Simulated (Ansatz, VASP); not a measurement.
## One calculation of LiH, two programs

POSCAR

```
LiH
1.0
    0.0000000000      2.0324982387      2.0324982387
    2.0324982387      0.0000000000      2.0324982387
    2.0324982387      2.0324982387      0.0000000000
Li H
1 1
Direct
    0.0000000000      0.0000000000      0.0000000000
    0.5000000000      0.5000000000      0.5000000000
```

Contents of INCAR.step1:

```
SYSTEM = LiH
ALGO     = Normal         ! electronic algorithm
EDIFF    = 1E-4           ! SCF threshold, eV
ENCUT    = 520            ! plane-wave cutoff, eV
GGA      = PE             ! functional
ISMEAR   = 0              ! smearing method
LASPH    = .TRUE.         ! aspherical terms in the spheres
LCHARG   = .FALSE.        ! write CHGCAR
LREAL    = .FALSE.        ! projectors in reciprocal space
LWAVE    = .TRUE.         ! write WAVECAR
NBANDS   = 9              ! bands
NELM     = 60             ! most SCF steps
PREC     = Accurate       ! precision mode
SIGMA    = 0.05           ! smearing width, eV
```

File INCAR.step2:

```
SYSTEM = LiH
ALGO     = Normal         ! electronic algorithm
EDIFF    = 1E-6           ! SCF threshold, eV
ENCUT    = 520            ! plane-wave cutoff, eV
ISIF     = 2              ! what is computed and relaxed
ISMEAR   = 0              ! smearing method
ISTART   = 1            
LASPH    = .TRUE.         ! aspherical terms in the spheres
LCHARG   = .FALSE.        ! write CHGCAR
LMIXTAU  = .TRUE.       
LREAL    = .FALSE.        ! projectors in reciprocal space
LWAVE    = .FALSE.        ! write WAVECAR
METAGGA  = R2SCAN         ! meta-GGA
NBANDS   = 9              ! bands
NELM     = 60             ! most SCF steps
PREC     = Accurate       ! precision mode
SIGMA    = 0.05           ! smearing width, eV
```

KPOINTS

```
k-points
0
G
  14 14 14
  0 0 0
```

Input for Ansatz:

```yaml
crystal:
  lattice:
    - [0.0, 2.0324982387, 2.0324982387]
    - [2.0324982387, 0.0, 2.0324982387]
    - [2.0324982387, 2.0324982387, 0.0]
  atoms:
    - { symbol: Li, position: [0.0, 0.0, 0.0] }
    - { symbol: H, position: [0.5, 0.5, 0.5] }
basis:
  ecutwfc: 500
  ecutrho_ratio: 4
kpoints:
  mp_grid: { grid: [14, 14, 14] }
hamiltonian:
  xc: r2scan
scf:
  occupations: { method: gaussian, width: 0.05 }
output:
  forces: true
  stress: true
  eigenvalues: true
```

Alike in both runs: task single point; functional r2SCAN; k mesh 14 × 14 × 14; occupations gaussian, width 0.05 eV; no spin polarisation.

```csv
,VASP,Ansatz
version,VASP 6.6.1,Ansatz 0.2.0
potentials or method,"VASP PAW PBE potentials, release 64 (Li_sv, H), cutoff 520 eV","scalar-relativistic, plane waves, PAW"
valence electrons in the cell,4,4
```

```tsv
	VASP	Ansatz	Ansatz less VASP
gap on the k mesh at the Fermi level (eV)	3.60	3.66	+0.052
least direct gap on the mesh (eV)	3.60	3.66	+0.052
```

VASP's potentials were made for PBE, not for r2SCAN. With one functional, cell and mesh, what is left measures potentials, basis and numerics.

Noted on VASP's run: the cutoff is short for stress, so the pressure is rough.
